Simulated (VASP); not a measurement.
# Zn (Fm-3m) in VASP: notebook

The runs below take Zn through single point, relaxation of cell and atoms, with PBE.

Program: VASP 6.6.1. These are calculated values, not measurements. Logs are shortened: lines on timing, memory, paths and dates and some standing lists are left out, and cuts for length are marked.

### 1 The cell of the first run

Symmetry: Fm-3m, No. 225, cubic system. The conventional cell has a = 4.286 Å, b = 4.286 Å, c = 4.286 Å, α = 90.00°, β = 90.00°, γ = 90.00°. Zn (site symmetry m-3m) has 12 Zn at 3.03 Å within 4.0 Å.

### 2 Single point, PBE

Input file INCAR:

```
PREC = Accurate
ENCUT = 500
EDIFF = 1E-6
ISMEAR = 0
SIGMA = 0.1
LREAL = F
LASPH = T
NELM = 120
ALGO = Normal
ISIF = 2
LWAVE = F
LCHARG = T
GGA = PE
LELF = T
LVHAR = T
NBANDS = 12
GGA_COMPAT = F
```

Input file KPOINTS:

```
Automatic mesh
0
Gamma
  8 8 8
```

Input file POSCAR:

```
Zn
1.0
    0.0000000000      2.1432042147      2.1432042147
    2.1432042147      0.0000000000      2.1432042147
    2.1432042147      2.1432042147      0.0000000000
Zn
1
Direct
    0.0000000000      0.0000000000      0.0000000000
```

Potentials or basis: VASP PAW PBE potentials, release 64 (Zn).

On the command line:

```sh
$ cat potpaw_PBE.64/Zn/POTCAR > POTCAR
$ mpirun -np 1 vasp_std > vasp.out
```

OUTCAR:

```text
PREC = Accurate
   ENCUT = 500
   EDIFF = 1E-6
   ISMEAR = 0
   LREAL = F
   LASPH = T
   NELM = 120
   ISIF = 2
   GGA = PE

 ion  position               nearest neighbor table
   1  0.000  0.000  0.000-

  LATTYP: Found a face centered cubic cell.
 ALAT       =     4.2864084294

  Lattice vectors:

 A1 = (   0.0000000000,   2.1432042147,   2.1432042147)
 A2 = (   2.1432042147,   0.0000000000,   2.1432042147)
 A3 = (   2.1432042147,   2.1432042147,   0.0000000000)

Analysis of symmetry for initial positions (statically):
=====================================================================
 Subroutine PRICEL returns:
 Original cell was already a primitive cell.

 Routine SETGRP: Setting up the symmetry group for a
 face centered cubic supercell.

 Subroutine GETGRP returns: Found 48 space group operations
 (whereof 48 operations were pure point group operations)
 out of a pool of 48 trial point group operations.

The static configuration has the point symmetry O_h .

Analysis of symmetry for dynamics (positions and initial velocities):
=====================================================================
 Subroutine PRICEL returns:
 Original cell was already a primitive cell.

 Routine SETGRP: Setting up the symmetry group for a
 face centered cubic supercell.

 Subroutine GETGRP returns: Found 48 space group operations
 (whereof 48 operations were pure point group operations)
 out of a pool of 48 trial point group operations.

The dynamic configuration has the point symmetry O_h .

 Subroutine INISYM returns: Found 48 space group operations
 (whereof 48 operations are pure point group operations),
 and found     1 'primitive' translations

----------------------------------------------------------------------------------------

                                     Primitive cell

  volume of cell :      19.6889

  direct lattice vectors                    reciprocal lattice vectors
     0.000000000  2.143204215  2.143204215    -0.233295547  0.233295547  0.233295547
     2.143204215  0.000000000  2.143204215     0.233295547 -0.233295547  0.233295547
     2.143204215  2.143204215  0.000000000     0.233295547  0.233295547 -0.233295547

  length of vectors
     3.030948467  3.030948467  3.030948467     0.404079741  0.404079741  0.404079741

  position of ions in fractional coordinates (direct lattice)
     0.000000000  0.000000000  0.000000000

  ion indices of the primitive-cell ions
[... 81 lines left out ...]
   ISYM   =      2    0-nonsym 1-usesym 2-fastsym
   POTIM  = 0.5000    time-step for ionic-motion
   TEBEG  =    0.0;   TEEND  =   0.0 temperature during run
   PSTRESS=    0.0 pullay stress
   NELECT =      12.0000    total number of electrons
   NUPDOWN=      -1.0000    fix difference up-down
   EMIN   =  10.00;   EMAX   =-10.00  energy-range for DOS
   EFERMI =   0.00;   METHOD = LEGACY
   ISMEAR =     0;   SIGMA  =   0.10  broadening in eV -4-tet -1-fermi 0-gaus
   EFERMI_NEDOS =   21; number of points for ismear=-14 and -15
   IALGO  =     38    algorithm
   IMIX   =      4    mixing-type and parameters
     AMIX     =   0.40;   BMIX     =  1.00
     AMIX_MAG =   1.60;   BMIX_MAG =  1.00
  volume/ion in A,a.u.               =      19.69       132.87
  Fermi-wavevector in a.u.,A,eV,Ry     =   1.388018  2.622973 26.212894  1.926593
  Thomas-Fermi vector in A             =   2.512184
   LORBIT       =      0    0 simple, 1 ext, 2 COOP (PROOUT), +10 PAW based schemes
   GGA     = PE    functional components
   LHFCALC =     F    Hartree Fock is set to
   AEXX    =    0.0000 exact exchange contribution
   IVDW    =     0    specifies the selected vdW correction
   LEPSILON=     F    determine dielectric tensor
   LRPA    =     F    only Hartree local field effects (RPA)
 non-spin polarized calculation
 Gauss-broadening in eV      SIGMA  =   0.10
  energy-cutoff  :      500.00
  volume of cell :       19.69
 maximum number of plane-waves:       531
 NGX is ok and might be reduce to    24
   NGX = 11   NGY = 11   NGZ = 11

 number of electron      12.0000009 magnetization

 Free energy of the ion-electron system (eV)
  ---------------------------------------------------
  ext. energy  EPLUGINS =         0.00000000
  ---------------------------------------------------
  free energy    TOTEN  =        -0.92156460 eV

  energy without entropy =       -0.91604195  energy(sigma->0) =       -0.91880328

 E-fermi :   1.0906     XC(G=0): -10.2755

 val. band max:        1.0669192781   @ k =   0.5000   0.5000   0.0000
 cond. band min:       1.1132527009   @ k =   0.5000   0.1250   0.0000
 fundamental gap:      0.0463334228
 Fermi energy:         1.0905688015

 k-point     1 :       0.0000    0.0000    0.0000
  band No.  band energies     occupation
      1      -7.0214      2.00000
      2      -5.6207      2.00000
      3      -5.6207      2.00000
      4      -5.6207      2.00000
      5      -5.3933      2.00000
      6      -5.3933      2.00000
      7      16.3548      0.00000
      8      16.3548      0.00000
      9      16.3548      0.00000
     10      18.4544      0.00000
     11      19.5245      0.00000
     12      19.5245      0.00000
[... 331 lines left out ...]
 k-point    24 :      -0.3750    0.2500    0.1250
  band No.  band energies     occupation
      1      -5.8103      2.00000
      2      -5.7000      2.00000
      3      -5.4711      2.00000
      4      -5.4602      2.00000
      5      -5.2303      2.00000
      6       0.5392      2.00000
      7       0.8615      1.99881
      8       8.5313      0.00000
      9       9.5490      0.00000
     10      16.5564      0.00000
     11      19.0132      0.00000
     12      25.1217      0.00000

 [... further k-points ...]

------------------------ aborting loop because EDIFF is reached ----------------------------------------

  FORCE on cell =-STRESS in cart. coord.  units (eV):
  Direction    XX          YY          ZZ          XY          YZ          ZX
  --------------------------------------------------------------------------------------
  -------------------------------------------------------------------------------------
  Total       -1.0743554     -1.0743554     -1.0743554     -0.0000000     -0.0000000     -0.0000000
  in kB      -87.4254537    -87.4254537    -87.4254537     -0.0000000     -0.0000000     -0.0000000
  external PRESSURE =     -87.4254537 kB  Pullay stress =       0.0000000 kB

 VOLUME and BASIS-vectors are now :
 -----------------------------------------------------------------------------
  energy-cutoff  :      500.00
  volume of cell :       19.69
      direct lattice vectors                 reciprocal lattice vectors
     0.000000000  2.143204215  2.143204215    -0.233295547  0.233295547  0.233295547
     2.143204215  0.000000000  2.143204215     0.233295547 -0.233295547  0.233295547
     2.143204215  2.143204215  0.000000000     0.233295547  0.233295547 -0.233295547

 POSITION                                       TOTAL-FORCE (eV/Angst)
 -----------------------------------------------------------------------------------
      0.00000      0.00000      0.00000         0.000000      0.000000      0.000000
 -----------------------------------------------------------------------------------
    total drift:                                0.000000      0.000000      0.000000

  FREE ENERGIE OF THE ION-ELECTRON SYSTEM (eV)
  ---------------------------------------------------
  free  energy   TOTEN  =        -0.9215646049 eV

  energy  without entropy=       -0.9160419548  energy(sigma->0) =       -0.91880328
```

stdout:

```text
POSCAR found type information on POSCAR Zn
 POSCAR found :  1 types and       1 ions
 scaLAPACK will be used
 LDA part: xc-table for (Slater+PW92), standard interpolation
 POSCAR, INCAR and KPOINTS ok, starting setup
 FFT: planning ... GRIDC
 FFT: planning ... GRID_SOFT
 FFT: planning ... GRID
 WAVECAR not read
 entering main loop
```

Run time: 2.8 s. Hardware: 1 thread of Intel Xeon 6975P-C (Granite Rapids), shared host; peak memory 0.13 GiB.

Results:

```
Free energy            : -0.9216 eV
Pressure               : -8.7 GPa
Band gap on the k mesh : zero (band 6 reaches 3.19 eV, above the bottom of band 7 at -0.26 eV)
```

Levels at points of the mesh, in eV from the Fermi level:
```
           k point  band 3  band 4  band 5  band 6  band 7  band 8  band 9  band 10
(0.00, 0.00, 0.00)   -6.71   -6.71   -6.48   -6.48   15.26   15.26   15.26    17.36
(0.50, 0.00, 0.00)   -6.71   -6.31   -6.31   -1.53   -1.35   12.84   12.84    16.08
(0.50, 0.50, 0.00)   -6.32   -6.26   -6.26   -0.02    1.20    7.59    7.59    10.92
```

### 3 Relaxation of cell and atoms, PBE

Input file INCAR:

```
SYSTEM = Zn
ALGO     = Normal         ! electronic algorithm
EDIFF    = 1E-7           ! SCF threshold, eV
EDIFFG   = -0.05          ! ionic threshold
ENCUT    = 500            ! plane-wave cutoff, eV
GGA      = PE             ! functional
GGA_COMPAT= .False.      
IBRION   = 2              ! ionic algorithm
ISIF     = 3              ! what is computed and relaxed
ISMEAR   = 0              ! smearing method
LASPH    = .True.         ! aspherical terms in the spheres
LCHARG   = .False.        ! write CHGCAR
LREAL    = .False.        ! projectors in reciprocal space
LWAVE    = .False.        ! write WAVECAR
NELM     = 120            ! most SCF steps
NELMIN   = 4            
NSW      = 80             ! ionic steps
PREC     = Accurate       ! precision mode
SIGMA    = 0.1            ! smearing width, eV
```

Input file KPOINTS:

```
k-points
0
Gamma
  8 8 8
  0 0 0
```

POSCAR is that of step 2.

Potentials or basis: VASP PAW PBE potentials, release 64 (Zn).

On the command line:

```sh
$ cat potpaw_PBE.64/Zn/POTCAR > POTCAR
$ mpirun -np 1 vasp_std > vasp.out
```

OUTCAR:

```text
SYSTEM = Zn
   EDIFF = 1E-7
   EDIFFG = -0.05
   ENCUT = 500
   GGA = PE
   IBRION = 2
   ISIF = 3
   ISMEAR = 0
   LASPH = .True.
   LREAL = .False.
   NELM = 120
   NELMIN = 4
   NSW = 80
   PREC = Accurate

 ion  position               nearest neighbor table
   1  0.000  0.000  0.000-

  LATTYP: Found a face centered cubic cell.
 ALAT       =     4.2864084294

  Lattice vectors:

 A1 = (   0.0000000000,   2.1432042147,   2.1432042147)
 A2 = (   2.1432042147,   0.0000000000,   2.1432042147)
 A3 = (   2.1432042147,   2.1432042147,   0.0000000000)

Analysis of symmetry for initial positions (statically):
=====================================================================
 Subroutine PRICEL returns:
 Original cell was already a primitive cell.

 Routine SETGRP: Setting up the symmetry group for a
 face centered cubic supercell.

 Subroutine GETGRP returns: Found 48 space group operations
 (whereof 48 operations were pure point group operations)
 out of a pool of 48 trial point group operations.

The static configuration has the point symmetry O_h .

Analysis of symmetry for dynamics (positions and initial velocities):
=====================================================================
 Subroutine PRICEL returns:
 Original cell was already a primitive cell.

 Routine SETGRP: Setting up the symmetry group for a
 face centered cubic supercell.

 Subroutine GETGRP returns: Found 48 space group operations
 (whereof 48 operations were pure point group operations)
 out of a pool of 48 trial point group operations.

The dynamic configuration has the point symmetry O_h .

 Subroutine INISYM returns: Found 48 space group operations
 (whereof 48 operations are pure point group operations),
 and found     1 'primitive' translations

----------------------------------------------------------------------------------------

                                     Primitive cell

  volume of cell :      19.6889

  direct lattice vectors                    reciprocal lattice vectors
     0.000000000  2.143204215  2.143204215    -0.233295547  0.233295547  0.233295547
     2.143204215  0.000000000  2.143204215     0.233295547 -0.233295547  0.233295547
     2.143204215  2.143204215  0.000000000     0.233295547  0.233295547 -0.233295547

  length of vectors
     3.030948467  3.030948467  3.030948467     0.404079741  0.404079741  0.404079741

  position of ions in fractional coordinates (direct lattice)
     0.000000000  0.000000000  0.000000000

  ion indices of the primitive-cell ions
   primitive index   ion index
                 1           1

----------------------------------------------------------------------------------------

 KPOINTS: k-points

Automatic generation of k-mesh.
 Grid dimensions read from file:
 generate k-points for:    8    8    8

 Generating k-lattice:

  Cartesian coordinates                     Fractional coordinates (reciprocal lattice)
    -0.029161943  0.029161943  0.029161943     0.125000000  0.000000000  0.000000000
     0.029161943 -0.029161943  0.029161943     0.000000000  0.125000000  0.000000000
     0.029161943  0.029161943 -0.029161943     0.000000000  0.000000000  0.125000000

[... 45 lines left out ...]
   NGXF,Y,Z  is equivalent  to a cutoff of  26.33, 26.33, 26.33 a.u.
 SYSTEM =  Zn
   PREC   = accura    normal or accurate (medium, high low for compatibility)
   ISTART =      0    job   : 0-new  1-cont  2-samecut
   ICHARG =      2    charge: 1-file 2-atom 10-const
   ISPIN  =      1    spin polarized calculation?
   LNONCOLLINEAR =      F non collinear calculations
   LSORBIT =      F    spin-orbit coupling
   LASPH  =      T    aspherical Exc in radial PAW
   ENCUT  =  500.0 eV  36.75 Ry    6.06 a.u.   5.53  5.53  5.53*2*pi/ulx,y,z
   NELM   =    120;   NELMIN=  4; NELMDL= -5     # of ELM steps
   EDIFF  = 0.1E-06   stopping-criterion for ELM
   LREAL  =      F    real-space projection
   EDIFFG = -.5E-01   stopping-criterion for IOM
   NSW    =     80    number of steps for IOM
   IBRION =      2    ionic relax: 0-MD 1-quasi-New 2-CG
   NFREE  =      1    steps in history (QN), initial steepest desc. (CG)
   ISIF   =      3    stress and relaxation
   ISYM   =      2    0-nonsym 1-usesym 2-fastsym
   POTIM  = 0.5000    time-step for ionic-motion
   TEBEG  =    0.0;   TEEND  =   0.0 temperature during run
   PSTRESS=    0.0 pullay stress
   NELECT =      12.0000    total number of electrons
   NUPDOWN=      -1.0000    fix difference up-down
   EMIN   =  10.00;   EMAX   =-10.00  energy-range for DOS
   EFERMI =   0.00;   METHOD = LEGACY
   ISMEAR =     0;   SIGMA  =   0.10  broadening in eV -4-tet -1-fermi 0-gaus
   EFERMI_NEDOS =   21; number of points for ismear=-14 and -15
   IALGO  =     38    algorithm
   IMIX   =      4    mixing-type and parameters
     AMIX     =   0.40;   BMIX     =  1.00
     AMIX_MAG =   1.60;   BMIX_MAG =  1.00
  volume/ion in A,a.u.               =      19.69       132.87
  Fermi-wavevector in a.u.,A,eV,Ry     =   1.388018  2.622973 26.212894  1.926593
  Thomas-Fermi vector in A             =   2.512184
   LORBIT       =      0    0 simple, 1 ext, 2 COOP (PROOUT), +10 PAW based schemes
   GGA     = PE    functional components
   LHFCALC =     F    Hartree Fock is set to
   AEXX    =    0.0000 exact exchange contribution
   IVDW    =     0    specifies the selected vdW correction
   LEPSILON=     F    determine dielectric tensor
   LRPA    =     F    only Hartree local field effects (RPA)
 conjugate gradient relaxation of ions
 non-spin polarized calculation
 Gauss-broadening in eV      SIGMA  =   0.10
  energy-cutoff  :      500.00
  volume of cell :       19.69
 maximum number of plane-waves:       531
 NGX is ok and might be reduce to    24
   NGX = 11   NGY = 11   NGZ = 11

--------------------------------------- Ionic step        1  -------------------------------------------

 number of electron      12.0000009 magnetization

 Free energy of the ion-electron system (eV)
  ---------------------------------------------------
  ext. energy  EPLUGINS =         0.00000000
  ---------------------------------------------------
  free energy    TOTEN  =        -0.92156453 eV

  energy without entropy =       -0.91604182  energy(sigma->0) =       -0.91880318

------------------------ aborting loop because EDIFF is reached ----------------------------------------

  FORCE on cell =-STRESS in cart. coord.  units (eV):
  Direction    XX          YY          ZZ          XY          YZ          ZX
  --------------------------------------------------------------------------------------
  -------------------------------------------------------------------------------------
  Total       -1.0722333     -1.0722333     -1.0722333     -0.0000000     -0.0000000     -0.0000000
  in kB      -87.2527720    -87.2527720    -87.2527720     -0.0000000     -0.0000000     -0.0000000
  external PRESSURE =     -87.2527720 kB  Pullay stress =       0.0000000 kB
[... 92 lines left out ...]
--------------------------------------- Ionic step        4  -------------------------------------------

 number of electron      12.0000008 magnetization

 Free energy of the ion-electron system (eV)
  ---------------------------------------------------
  ext. energy  EPLUGINS =         0.00000000
  ---------------------------------------------------
  free energy    TOTEN  =        -1.08067023 eV

  energy without entropy =       -1.07888458  energy(sigma->0) =       -1.07977741

 E-fermi :   2.7293     XC(G=0): -11.5646

 val. band max:        2.5750388299   @ k =  -0.3750   0.3750   0.1250
 cond. band min:       2.8147791819   @ k =   0.5000   0.1250   0.0000
 fundamental gap:      0.2397403520
 Fermi energy:         2.7292916117

 k-point     1 :       0.0000    0.0000    0.0000
  band No.  band energies     occupation
      1      -7.2684      2.00000
      2      -4.5435      2.00000
      3      -4.5435      2.00000
      4      -4.5435      2.00000
      5      -4.1648      2.00000
      6      -4.1648      2.00000
      7      21.3066      0.00000
      8      21.3066      0.00000
      9      21.3066      0.00000
     10      21.9439      0.00000
[... 287 lines left out ...]
 k-point    24 :      -0.3750    0.2500    0.1250
  band No.  band energies     occupation
      1      -4.9361      2.00000
      2      -4.7029      2.00000
      3      -4.3471      2.00000
      4      -4.3073      2.00000
      5      -3.9053      2.00000
      6       1.9219      2.00000
      7       2.5090      1.99816
      8      11.8183      0.00000
      9      12.3970      0.00000
     10      20.7495      0.00000

 [... further k-points ...]

------------------------ aborting loop because EDIFF is reached ----------------------------------------

  FORCE on cell =-STRESS in cart. coord.  units (eV):
  Direction    XX          YY          ZZ          XY          YZ          ZX
  --------------------------------------------------------------------------------------
  -------------------------------------------------------------------------------------
  Total        0.0262843      0.0262843      0.0262843      0.0000000     -0.0000000      0.0000000
  in kB        2.7698455      2.7698455      2.7698455      0.0000000     -0.0000000      0.0000000
  external PRESSURE =       2.7698455 kB  Pullay stress =       0.0000000 kB
[... 16 lines left out ...]
  FREE ENERGIE OF THE ION-ELECTRON SYSTEM (eV)
  ---------------------------------------------------
  free  energy   TOTEN  =        -1.0806702258 eV

  energy  without entropy=       -1.0788845845  energy(sigma->0) =       -1.07977741

 reached required accuracy - stopping structural energy minimisation
```

Run time: 7.6 s. Hardware: 1 thread of Intel Xeon 6975P-C (Granite Rapids), shared host; peak memory 0.14 GiB.

Results:

- Free energy: -1.0807 eV
- Relaxed volume: 15.20 Å³/atom
- Relaxed cell: a = 2.781 Å, b = 2.781 Å, c = 2.781 Å, α = 60.00°, β = 60.00°, γ = 60.00°
- Space group after relaxing (to 0.05 Å): Fm-3m (No. 225)
- Energy gained by relaxing: 159.1 meV/atom
- Ionic steps: 4
- Pressure after relaxing: 0.3 GPa
- Band gap on the k mesh: zero (band 6 reaches 5.32 eV, above the bottom of band 7 at 1.68 eV)

Step by step:
```csv
step,energy change (eV),largest force (eV/Å),pressure (GPa),volume (Å³)
1,0.0000,0.0000,-8.73,19.69
2,-0.1327,0.0000,-5.03,16.79
3,-0.1587,0.0000,-0.86,15.45
4,-0.1591,0.0000,0.28,15.20
```

Final structure:
```cif
data_structure
_symmetry_space_group_name_H-M 'P 1'
_symmetry_Int_Tables_number 1
_cell_length_a 2.7807
_cell_length_b 2.7807
_cell_length_c 2.7807
_cell_angle_alpha 60.000
_cell_angle_beta 60.000
_cell_angle_gamma 60.000
_cell_volume 15.20
loop_
_atom_site_label
_atom_site_type_symbol
_atom_site_fract_x
_atom_site_fract_y
_atom_site_fract_z
_atom_site_occupancy
Zn1 Zn 0.00000 0.00000 0.00000 1
```

Caveat: the volume moved by over 15 % at a fixed basis, so the end points are rough.
